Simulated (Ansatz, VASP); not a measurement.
One calculation of SrVO3, two programs

Contents of INCAR:

```
SYSTEM = SrVO3
ALGO = Normal
EDIFF = 1E-7
ENCUT = 520
GGA = PS
ISIF = 2
ISMEAR = 0
ISPIN = 2
LASPH = .True.
LCHARG = .True.
LELF = .True.
LMAXMIX = 4
LORBIT = 11
LREAL = .False.
LVHAR = .True.
LWAVE = .False.
MAGMOM = 0 0.22 0 0 0
NBANDS = 32
NELM = 150
PREC = Accurate
SIGMA = 0.1
```

The input KPOINTS:

```
k-points
0
Gamma
  10 10 10
  0 0 0
```

File POSCAR:

```
SrVO3
1.0
    3.6513693142      0.0000000000      0.0000000000
    0.0000000000      3.6513693142      0.0000000000
    0.0000000000      0.0000000000      3.6513693142
Sr V O
1 1 3
Direct
    0.5000000000      0.5000000000      0.5000000000
    0.0000000000      0.0000000000      0.0000000000
    0.5000000000      0.0000000000      0.0000000000
    0.0000000000      0.5000000000      0.0000000000
    0.0000000000      0.0000000000      0.5000000000
```

Input for Ansatz:

```yaml
crystal:
  lattice:
    - [3.6513693142, 0.0, 0.0]
    - [0.0, 3.6513693142, 0.0]
    - [0.0, 0.0, 3.6513693142]
  atoms:
    - { symbol: Sr, position: [0.5, 0.5, 0.5] }
    - { symbol: V, position: [0.0, 0.0, 0.0], spin: 0.22 }
    - { symbol: O, position: [0.5, 0.0, 0.0] }
    - { symbol: O, position: [0.0, 0.5, 0.0] }
    - { symbol: O, position: [0.0, 0.0, 0.5] }
basis:
  ecutwfc: 420
kpoints:
  mp_grid: { grid: [10, 10, 10] }
hamiltonian:
  xc: pbesol
scf:
  occupations: { method: gaussian, width: 0.1 }
output:
  forces: true
  stress: true
  eigenvalues: true
  populations: true
  write_density: true
  write_potential: true
  elf: true
  volumetric_format: npy
magnetization:
  spin_polarized: true
```

Alike in both runs: task single point; functional PBEsol; k mesh 10 × 10 × 10; occupations gaussian, width 0.1 eV; collinear spin.

|  | VASP | Ansatz |
| --- | --- | --- |
| version | VASP 6.6.1 | Ansatz 0.2.0 |
| potentials or method | VASP PAW PBE potentials, release 64 (Sr_sv, V_sv, O), cutoff 520 eV | scalar-relativistic, plane waves, PAW |
| valence electrons in the cell | 41 | 41 |

VASP gave:

- gap on the k mesh at the Fermi level (eV): none
- net moment per atom (μB): 0.03
- size of the moment on the site where the two differ most (μB): 0.12

Question: Estimate Ansatz's values.

Answer: gap on the k mesh at the Fermi level (eV): none; net moment per atom (μB): 0.03; size of the moment on the site where the two differ most (μB): 0.10.

VASP's potentials were made for PBE, not for PBEsol. Site moments also hang on the region over which each program counts them. A gap of «none» marks a metal or a gap that the smearing closes. The functional is the same, so the differences come from potentials, cutoffs and numerics.
